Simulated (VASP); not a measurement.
# Mo (I4/mmm) in VASP: single point with PBEsol

Aim: the single point of Mo with PBEsol.

Program: VASP 6.6.1. These are calculated values, not measurements. Logs are shortened: lines on timing, memory, paths and dates and some standing lists are left out, and cuts for length are marked.

### 1 The cell of the first run

Symmetry: I4/mmm, No. 139, tetragonal system. Conventional cell: a = 2.865 Å, b = 2.865 Å, c = 3.810 Å, α = 90.00°, β = 90.00°, γ = 90.00°. Within 3.7 Å of Mo (site symmetry 4/mmm) lie 12 Mo at 2.78 to 2.86 Å.

### 2 Single point, PBEsol (strained)

INCAR reads:

```
SYSTEM = Mo
PREC = Accurate ; ENCUT = 520
EDIFF = 1E-7 ; ISMEAR = 0
SIGMA = 0.1 ; LREAL = .FALSE.
LASPH = .TRUE. ; NELM = 60
ALGO = Fast ; ISIF = 2
LWAVE = .FALSE. ; LCHARG = .FALSE.
GGA = PS ; NBANDS = 13
```

KPOINTS reads:

```
Automatic mesh
0
G
  16 16 16
  0 0 0
```

POSCAR reads:

```
Mo
1.0
    0.0000000000      2.0258407000      2.0258407000
    1.9049407000      0.0000000000      2.0258407000
    1.9049407000      2.0258407000      0.0000000000
Mo
1
Direct
    0.0000000000      0.0000000000      0.0000000000
```

Potentials or basis: VASP PAW PBE potentials, release 64 (Mo_sv).

Launch:

```
> cat potpaw_PBE.64/Mo_sv/POTCAR > POTCAR
> mpirun -np 1 vasp_std > vasp.out
```

OUTCAR:

```text
SYSTEM = Mo
   PREC = Accurate
   ENCUT = 520
   EDIFF = 1E-7
   ISMEAR = 0
   LREAL = .FALSE.
   LASPH = .TRUE.
   NELM = 60
   ISIF = 2
   GGA = PS

 ion  position               nearest neighbor table
   1  0.000  0.000  0.000-

  LATTYP: Found a body centered tetragonal cell.
 ALAT       =     2.8649713931
 C/A-ratio  =     1.3298148139

  Lattice vectors:

 A1 = (  -1.9049407000,   0.0000000000,  -2.0258407000)
 A2 = (  -1.9049407000,   0.0000000000,   2.0258407000)
 A3 = (   1.9049407000,   2.0258407000,   0.0000000000)

Analysis of symmetry for initial positions (statically):
=====================================================================
 Subroutine PRICEL returns:
 Original cell was already a primitive cell.

 Routine SETGRP: Setting up the symmetry group for a
 body centered tetragonal supercell.

 Subroutine GETGRP returns: Found 16 space group operations
 (whereof 16 operations were pure point group operations)
 out of a pool of 16 trial point group operations.

The static configuration has the point symmetry D_4h.

Analysis of symmetry for dynamics (positions and initial velocities):
=====================================================================
 Subroutine PRICEL returns:
 Original cell was already a primitive cell.

 Routine SETGRP: Setting up the symmetry group for a
 body centered tetragonal supercell.

 Subroutine GETGRP returns: Found 16 space group operations
 (whereof 16 operations were pure point group operations)
 out of a pool of 16 trial point group operations.

The dynamic configuration has the point symmetry D_4h.

 Subroutine INISYM returns: Found 16 space group operations
 (whereof 16 operations are pure point group operations),
 and found     1 'primitive' translations

----------------------------------------------------------------------------------------

                                     Primitive cell

  volume of cell :      15.6359

  direct lattice vectors                    reciprocal lattice vectors
     0.000000000  2.025840700  2.025840700    -0.262475362  0.246811114  0.246811114
     1.904940700  0.000000000  2.025840700     0.262475362 -0.246811114  0.246811114
     1.904940700  2.025840700  0.000000000     0.262475362  0.246811114 -0.246811114

  length of vectors
     2.864971393  2.780796579  2.780796579     0.436720469  0.436720469  0.436720469

  position of ions in fractional coordinates (direct lattice)
     0.000000000  0.000000000  0.000000000

  ion indices of the primitive-cell ions
   primitive index   ion index
                 1           1

----------------------------------------------------------------------------------------

 KPOINTS: Automatic mesh

Automatic generation of k-mesh.
 Grid dimensions read from file:
 generate k-points for:   16   16   16

 Generating k-lattice:

  Cartesian coordinates                     Fractional coordinates (reciprocal lattice)
    -0.016404710  0.015425695  0.015425695     0.062500000  0.000000000  0.000000000
     0.016404710 -0.015425695  0.015425695     0.000000000  0.062500000 -0.000000000
     0.016404710  0.015425695 -0.015425695     0.000000000 -0.000000000  0.062500000

  Length of vectors
     0.027295029  0.027295029  0.027295029

  Shift w.r.t. Gamma in fractional coordinates (k-lattice)
     0.000000000  0.000000000  0.000000000

 Subroutine IBZKPT returns following result:
 ===========================================

 Found    349 irreducible k-points:

 Following reciprocal coordinates:
            Coordinates               Weight
  0.000000  0.000000  0.000000      1.000000
  0.062500  0.000000  0.000000      8.000000
  0.125000  0.000000  0.000000      8.000000
  0.187500  0.000000  0.000000      8.000000
  0.250000  0.000000  0.000000      8.000000
  0.312500  0.000000  0.000000      8.000000
[... 16 lines left out ...]
 -0.125000  0.062500  0.000000     16.000000
 -0.062500  0.062500  0.000000      8.000000
 [... further k-points ...]
   k-points           NKPTS =    349   k-points in BZ     NKDIM =    349   number of bands    NBANDS=     13
   number of dos      NEDOS =    301   number of ions     NIONS =      1
   total plane-waves  NPLWV =  13824
   dimension x,y,z NGX =    24 NGY =   24 NGZ =   24
   dimension x,y,z NGXF=    48 NGYF=   48 NGZF=   48
   ions per type =               1
   NGX,Y,Z   is equivalent  to a cutoff of  13.93, 14.35, 14.35 a.u.
   NGXF,Y,Z  is equivalent  to a cutoff of  27.85, 28.70, 28.70 a.u.
 SYSTEM =  Mo
   PREC   = accura    normal or accurate (medium, high low for compatibility)
   ISTART =      0    job   : 0-new  1-cont  2-samecut
   ICHARG =      2    charge: 1-file 2-atom 10-const
   ISPIN  =      1    spin polarized calculation?
   LNONCOLLINEAR =      F non collinear calculations
   LSORBIT =      F    spin-orbit coupling
   LASPH  =      T    aspherical Exc in radial PAW
   ENCUT  =  520.0 eV  38.22 Ry    6.18 a.u.   5.33  5.17  5.17*2*pi/ulx,y,z
   NELM   =     60;   NELMIN=  2; NELMDL= -5     # of ELM steps
   EDIFF  = 0.1E-06   stopping-criterion for ELM
   LREAL  =      F    real-space projection
   EDIFFG = 0.1E-05   stopping-criterion for IOM
   NSW    =      0    number of steps for IOM
   IBRION =     -1    ionic relax: 0-MD 1-quasi-New 2-CG
   NFREE  =      0    steps in history (QN), initial steepest desc. (CG)
   ISIF   =      2    stress and relaxation
   ISYM   =      2    0-nonsym 1-usesym 2-fastsym
   POTIM  = 0.5000    time-step for ionic-motion
   TEBEG  =    0.0;   TEEND  =   0.0 temperature during run
   PSTRESS=    0.0 pullay stress
   NELECT =      14.0000    total number of electrons
   NUPDOWN=      -1.0000    fix difference up-down
   EMIN   =  10.00;   EMAX   =-10.00  energy-range for DOS
   EFERMI =   0.00;   METHOD = LEGACY
   ISMEAR =     0;   SIGMA  =   0.10  broadening in eV -4-tet -1-fermi 0-gaus
   EFERMI_NEDOS =   21; number of points for ismear=-14 and -15
   IALGO  =     68    algorithm
   IMIX   =      4    mixing-type and parameters
     AMIX     =   0.40;   BMIX     =  1.00
     AMIX_MAG =   1.60;   BMIX_MAG =  1.00
  volume/ion in A,a.u.               =      15.64       105.52
  Fermi-wavevector in a.u.,A,eV,Ry     =   1.577890  2.981780 33.874943  2.489738
  Thomas-Fermi vector in A             =   2.678504
   LORBIT       =      0    0 simple, 1 ext, 2 COOP (PROOUT), +10 PAW based schemes
   GGA     = PS    functional components
   LHFCALC =     F    Hartree Fock is set to
   AEXX    =    0.0000 exact exchange contribution
   IVDW    =     0    specifies the selected vdW correction
   LEPSILON=     F    determine dielectric tensor
   LRPA    =     F    only Hartree local field effects (RPA)
 non-spin polarized calculation
 RMM-DIIS sequential band-by-band and
 Gauss-broadening in eV      SIGMA  =   0.10
  energy-cutoff  :      520.00
  volume of cell :       15.64
 maximum number of plane-waves:       439
 NGX is ok and might be reduce to    24
   NGX = 11   NGY = 11   NGZ = 11

 number of electron      13.9999999 magnetization

 Free energy of the ion-electron system (eV)
  ---------------------------------------------------
  ext. energy  EPLUGINS =         0.00000000
  ---------------------------------------------------
  free energy    TOTEN  =       -11.37653710 eV

  energy without entropy =      -11.37048023  energy(sigma->0) =      -11.37350866

 E-fermi :  12.1019     XC(G=0): -13.5119

 val. band max:       12.0978245988   @ k =   0.1250   0.4375   0.0625
 cond. band min:      12.1031640465   @ k =   0.4375   0.1250  -0.0000
 fundamental gap:      0.0053394478
 Fermi energy:        12.1018621016

 k-point     1 :       0.0000    0.0000    0.0000
  band No.  band energies     occupation
      1     -48.5962      2.00000
      2     -21.9147      2.00000
      3     -21.9147      2.00000
      4     -21.8800      2.00000
      5       5.1786      2.00000
      6      11.0596      2.00000
      7      11.0596      2.00000
      8      11.7883      1.99999
      9      13.5150      0.00000
     10      14.4978      0.00000
     11      25.1938      0.00000
     12      29.7876      0.00000
     13      29.7876      0.00000

 k-point     2 :       0.0625    0.0000    0.0000
  band No.  band energies     occupation
      1     -48.5868      2.00000
      2     -21.9635      2.00000
      3     -21.9241      2.00000
      4     -21.8938      2.00000
      5       5.3433      2.00000
      6      11.0172      2.00000
      7      11.1322      2.00000
      8      11.7900      1.99999
      9      13.4725      0.00000
     10      14.4202      0.00000
     11      25.5120      0.00000
     12      29.4784      0.00000
     13      30.0767      0.00000

 k-point     3 :       0.1250    0.0000    0.0000
  band No.  band energies     occupation
      1     -48.5601      2.00000
      2     -22.1233      2.00000
      3     -21.9509      2.00000
      4     -21.9106      2.00000
      5       5.8065      2.00000
      6      10.8438      2.00000
      7      11.2985      2.00000
      8      11.8786      1.99840
      9      13.4156      0.00000
     10      14.2432      0.00000
     11      26.3386      0.00000
     12      28.4892      0.00000
     13      30.9129      0.00000
[... 305 lines left out ...]
 k-point    23 :      -0.1250    0.0625    0.0000
  band No.  band energies     occupation
      1     -48.5393      2.00000
      2     -22.2280      2.00000
      3     -21.9964      2.00000
      4     -21.9150      2.00000
      5       6.1592      2.00000
      6      10.6633      2.00000
      7      11.4646      2.00000
      8      11.9074      1.99405
      9      13.4530      0.00000
     10      14.1575      0.00000
     11      26.9220      0.00000
     12      28.1382      0.00000
     13      30.8606      0.00000

 k-point    24 :      -0.0625    0.0625    0.0000
  band No.  band energies     occupation
      1     -48.5710      2.00000
      2     -22.0457      2.00000
      3     -21.9535      2.00000
      4     -21.9022      2.00000
      5       5.6168      2.00000
      6      10.9178      2.00000
      7      11.3031      2.00000
      8      11.7516      2.00000
      9      13.4717      0.00000
     10      14.2777      0.00000
     11      26.0284      0.00000
     12      29.1653      0.00000
     13      30.1514      0.00000

 [... further k-points ...]

------------------------ aborting loop because EDIFF is reached ----------------------------------------

  FORCE on cell =-STRESS in cart. coord.  units (eV):
  Direction    XX          YY          ZZ          XY          YZ          ZX
  --------------------------------------------------------------------------------------
  -------------------------------------------------------------------------------------
  Total       -0.9724529      0.3135050      0.3135050      0.0000000      0.0000000     -0.0000000
  in kB      -99.6453708     32.1242477     32.1242477      0.0000000      0.0000000     -0.0000000
  external PRESSURE =     -11.7989584 kB  Pullay stress =       0.0000000 kB

 VOLUME and BASIS-vectors are now :
 -----------------------------------------------------------------------------
  energy-cutoff  :      520.00
  volume of cell :       15.64
      direct lattice vectors                 reciprocal lattice vectors
     0.000000000  2.025840700  2.025840700    -0.262475362  0.246811114  0.246811114
     1.904940700  0.000000000  2.025840700     0.262475362 -0.246811114  0.246811114
     1.904940700  2.025840700  0.000000000     0.262475362  0.246811114 -0.246811114

 POSITION                                       TOTAL-FORCE (eV/Angst)
 -----------------------------------------------------------------------------------
      0.00000      0.00000      0.00000         0.000000      0.000000     -0.000000
 -----------------------------------------------------------------------------------
    total drift:                                0.000000      0.000000     -0.000000

  FREE ENERGIE OF THE ION-ELECTRON SYSTEM (eV)
  ---------------------------------------------------
  free  energy   TOTEN  =       -11.3765370952 eV

  energy  without entropy=      -11.3704802277  energy(sigma->0) =      -11.37350866
```

Wall time 28 s (1 thread of Intel Xeon 6975P-C (Granite Rapids), shared host); peak memory 0.18 GiB.

What came out:

```yaml
Free_energy: -11.3765 eV
Pressure: -1.2 GPa
Band_gap_on_the_k_mesh: zero (band 7 reaches 16.13 eV, above the bottom of band 8 at 11.42 eV)
```

Levels at points of the mesh, in eV from the Fermi level:
```csv
k point,band 4,band 5,band 6,band 7,band 8,band 9,band 10,band 11
"(0.00, 0.00, 0.00)",-33.98,-6.92,-1.04,-1.04,-0.31,1.41,2.40,13.09
"(0.50, 0.00, 0.00)",-34.12,-4.83,-1.45,-0.57,1.56,3.85,4.35,11.40
"(0.50, 0.50, 0.00)",-34.40,-5.19,-4.43,3.67,4.01,4.32,5.05,12.36
"(0.00, 0.50, 0.50)",-34.61,-5.25,-4.61,4.02,4.75,4.75,4.92,11.96
```

Caveat: the cell differs from its parent crystal (strained); the PAW data sets were made with another functional, which shifts forces and pressure a little.
